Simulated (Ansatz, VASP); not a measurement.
One calculation of AlN, two programs

```
Al N
1.0
     3.30144    0.00000    0.00000
    -1.65072    2.85913    0.00000
     0.00000    0.00000    4.18140
Al N
2 2
Direct
  0.33333 0.66667 0.75000
  0.66667 0.33333 0.25000
  0.33333 0.66667 0.25000
  0.66667 0.33333 0.75000
```

Alike in both runs: task single point; functional PBEsol; k mesh 9 × 9 × 6; occupations gaussian, width 0.05 eV; no spin polarisation.

|  | VASP | Ansatz |
| --- | --- | --- |
| version | VASP 6.6.1 | Ansatz 0.2.0 |
| potentials or method | VASP PAW PBE potentials, release 64 (Al, N), cutoff 520 eV | scalar-relativistic, plane waves, PAW |
| valence electrons in the cell | 16 | 16 |

Ansatz gave:

* gap on the k mesh at the Fermi level (eV): 3.23
* least direct gap on the mesh (eV): 3.23
* pressure (GPa): -1.8
* traceless stress, the component that is largest in VASP (GPa): -1.03

Task: Estimate VASP's values.

Result: gap on the k mesh at the Fermi level (eV): 3.24; least direct gap on the mesh (eV): 3.24; pressure (GPa): -1.8; traceless stress, the component that is largest in VASP (GPa): -1.05.

VASP's potentials were made for PBE, not for PBEsol, and Ansatz warns of the same on its side.
